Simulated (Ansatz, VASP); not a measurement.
**BiTe in VASP and in Ansatz**

```
CELL_PARAMETERS angstrom
2.38637 1.37777 3.36705
-2.38637 1.37777 3.36705
0.00000 -2.75554 3.36705
ATOMIC_POSITIONS crystal
Bi 0.50000 0.50000 0.50000
Te 0.00000 0.00000 0.00000
```

Change from the starting cell: strain -0.015 along x and y, +0.015 along z, atoms carried along.

Alike in both runs: task single point; functional PBE; k mesh 12 × 12 × 12; occupations gaussian, width 0.15 eV; no spin polarisation.

|  | VASP | Ansatz |
| --- | --- | --- |
| version | VASP 6.6.1 | Ansatz 0.2.0 |
| potentials or method | VASP PAW PBE potentials, release 64 (Bi_d, Te), cutoff 520 eV | scalar-relativistic, plane waves, PAW |
| valence electrons in the cell | 21 | 31 |

|  | VASP | Ansatz | Ansatz less VASP |
| --- | --- | --- | --- |
| gap on the k mesh at the Fermi level (eV) | none | none | - |
| pressure (GPa) | 1.0 | 1.0 | +0.06 |
| traceless stress, the component that is largest in VASP (GPa) | -0.42 | -0.42 | -0.002 |

A gap of «none» marks a metal or a gap that the smearing closes. VASP's potentials hold 21 valence electrons a cell and Ansatz's 31, so a difference there can come from the potentials and not from the codes.

Neither program's run includes spin-orbit coupling.
